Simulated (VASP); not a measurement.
SiGe4: single point with PBE

The system is SiGe4.

```
Si Ge
1.0
     3.00260    0.00000    0.00000
    -1.50130    2.60033    0.00000
     0.00000    0.00000   23.65178
Si Ge
2 8
Direct
  0.33333 0.66667 0.95000
  0.66667 0.33333 0.05000
  0.33333 0.66667 0.75000
  0.33333 0.66667 0.15000
  0.33333 0.66667 0.35000
  0.33333 0.66667 0.55000
  0.66667 0.33333 0.85000
  0.66667 0.33333 0.25000
  0.66667 0.33333 0.45000
  0.66667 0.33333 0.65000
```

```
Program             : VASP 6.6.1
Task                : single point
Functional          : PBE
Potentials or basis : VASP PAW PBE potentials, release 64 (Si, Ge_d)
Cutoff              : 520 eV
k mesh              : 6 × 6 × 1
Occupations         : gaussian, width 0.1 eV
Spin                : no spin polarisation
```

```
Pressure               : -0.1 GPa
Largest force          : 0.428 eV/Å
Band gap on the k mesh : zero (bands 60 and 61 overlap by 8.46 eV)
```

Forces on the atoms (eV/Å):
```
Si   0.000  0.000  0.428
Si   0.000  0.000 -0.428
Ge   0.000  0.000 -0.001
Ge   0.000  0.000 -0.403
Ge   0.000  0.000  0.002
Ge   0.000  0.000 -0.005
Ge   0.000  0.000  0.403
Ge   0.000  0.000  0.001
Ge   0.000  0.000  0.005
Ge   0.000  0.000 -0.002
```

Stress tensor (GPa, compression positive):
```
 1.87  0.00  0.00
 0.00  1.87  0.00
 0.00  0.00 -4.12
```

Levels at points of the mesh, in eV from the Fermi level:
| k point | band 58 | band 59 | band 60 | band 61 | band 62 | band 63 |
| --- | --- | --- | --- | --- | --- | --- |
| (0.00, 0.00, 0.00) | 6.25 | 6.25 | 6.57 | 6.57 | 6.65 | 6.65 |
| (0.50, 0.00, 0.00) | -2.55 | -2.14 | -1.20 | -0.95 | 1.14 | 1.24 |

It took 65 s on 1 thread of Intel(R) Xeon(R) 6975P-C (Granite Rapids) (shared host), peak memory 0.33 GiB.

Caveat: the k points lie up to 0.40 Å⁻¹ apart, too coarse for converged energies and pressures of a metal.
